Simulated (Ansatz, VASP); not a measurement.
**GaSb3: VASP beside Ansatz**

```xyz
4
Lattice="-3.0143 3.0143 3.0390 3.0143 -3.0143 3.0390 3.0143 3.0143 -3.0390" Properties=species:S:1:pos:R:3 pbc="T T T"
Ga    0.0000    0.0000    3.0390
Sb    0.0000    3.0143    0.0000
Sb    3.0143    0.0000    0.0000
Sb    0.0000    0.0000    0.0000
```

Alike in both runs: functional PBE; k mesh 5 × 5 × 5; occupations gaussian, width 0.2 eV; no spin polarisation.

Ansatz relaxed the structure, and its values are those at the end. VASP's run is a single point on that final structure, the one shown.

|  | VASP | Ansatz |
| --- | --- | --- |
| version | VASP 6.6.1 | Ansatz 0.2.0 |
| potentials or method | VASP PAW PBE potentials, release 64 (Ga_d, Sb), cutoff 520 eV | scalar-relativistic, plane waves, PAW |
| valence electrons in the cell | 28 | 58 |

|  | VASP | Ansatz | Ansatz less VASP |
| --- | --- | --- | --- |
| gap on the k mesh at the Fermi level (eV) | none | none | - |
| pressure (GPa) | 0.0 | 0.0 | -0.02 |

A gap of «none» marks a metal or a gap that the smearing closes. VASP's potentials hold 28 valence electrons a cell and Ansatz's 58, so a difference there can come from the potentials and not from the codes.

Neither program's run includes spin-orbit coupling.
